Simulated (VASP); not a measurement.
A run of VASP 6.6.1 is set up as follows.

File INCAR:

```
PREC = Accurate
ENCUT = 520
EDIFF = 1E-6
ISMEAR = 0
SIGMA = 0.1
LREAL = F
LASPH = T
NELM = 150
ALGO = Normal
ISIF = 2
LWAVE = F
LCHARG = F
ISPIN = 2
MAGMOM = 1 1 0 0
LORBIT = 11
LMAXMIX = 4
LDAU = T
LDAUTYPE = 2
LDAUL = 2 -1
LDAUU = 4 0
LDAUJ = 0 0
LDAUPRINT = 1
GGA = PE
NBANDS = 29
```

Contents of KPOINTS:

```
Automatic mesh
0
Gamma
  14 14 8
```

The input POSCAR:

```
CuO
1.0
    1.9363932302     -2.0945186667      0.0000000000
    1.9363932302      2.0945186667      0.0000000000
    0.0000000000      0.0000000000      5.0145979616
Cu O
2 2
Direct
    0.0000000000      0.5000000000      0.0000000000
    0.5000000000      0.0000000000      0.5000000000
    0.5000000000      0.5000000000      0.2500000000
    0.5000000000      0.5000000000      0.7500000000
```

Potentials or basis: VASP PAW PBE potentials, release 64 (Cu, O).

The run is started by

```bash
$ cat potpaw_PBE.64/Cu/POTCAR potpaw_PBE.64/O/POTCAR > POTCAR
$ mpirun -np 1 vasp_std > vasp.out
```

**Question.** Predict the net moment.

**Answer.** 1.95 μB per cell.

**Question.** Estimate the site moments.

**Answer.** Cu +0.63; O +0.30 μB.

**Question.** What does it give for the pressure?

**Answer.** 15.9 GPa.

Eigenvalues of the final occupation matrices:
```
    site  spin  trace               eigenvalues
site 1 d     1   4.91  0.95 0.97 0.97 0.98 1.04
site 1 d     2   4.28  0.44 0.94 0.96 0.97 0.98
site 2 d     1   4.91  0.95 0.97 0.97 0.98 1.04
site 2 d     2   4.28  0.44 0.94 0.96 0.97 0.98
```

Caveat: the stress differs along the axes, from 13 to 22 GPa.
